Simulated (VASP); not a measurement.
Set up this calculation in VASP 6.6.1, as the native input.

| Item | Value |
| --- | --- |
| Task | single point |
| Functional | LDA |
| Potentials or basis | VASP PAW LDA potentials, release 64 (Si) |
| Cutoff | 520 eV |
| k mesh | 12 × 12 × 12 |
| Occupations | gaussian, width 0.05 eV |
| Spin | no spin polarisation |
| Dipole correction | no |
| Further INCAR settings | ALGO = Normal; EDIFF = 1e-06; NBANDS = 11 |

The structure of Si lies in POSCAR:

```
Si
1.0
    0.0000000000      2.8527188813      2.8425908853
    2.4070870561      0.0000000000      2.8425908853
    2.4070870561      2.8527188813      0.0000000000
Si
2
Direct
    0.5000000000      0.5000000000      0.5000000000
    0.7500000000      0.7500000000      0.7500000000
```

This cell differs from its parent crystal: strain +e along x and -e along y -0.0825, strain +e along z and -e/2 along x and y +0.0525.

One way to write it, as run:

INCAR

```
PREC = Accurate
ENCUT = 520
EDIFF = 1E-6
ISMEAR = 0
SIGMA = 0.05
LREAL = F
LASPH = T
NELM = 80
ALGO = Normal
ISIF = 2
LWAVE = F
LCHARG = F
GGA = CA
NBANDS = 11
```

KPOINTS

```
regular mesh
0
Gamma
  12 12 12
```

Potentials or basis: VASP PAW LDA potentials, release 64 (Si).

Launch:

```sh
$ cat potpaw_LDA.64/Si/POTCAR > POTCAR
$ mpirun -np 1 vasp_std > vasp.out
```

It gave:

| Item | Value |
| --- | --- |
| Pressure | -0.3 GPa |
| Band gap on the k mesh | zero (bands 4 and 5 overlap by 1.23 eV) |

Caveat: the cell differs from its parent crystal (strain +e along x and -e along y -0.0825, strain +e along z and -e/2 along x and y +0.0525).

Run time: 47 s on 1 thread of Intel(R) Xeon(R) 6975P-C (Granite Rapids), with other jobs on the host, peak memory 0.2 GiB.
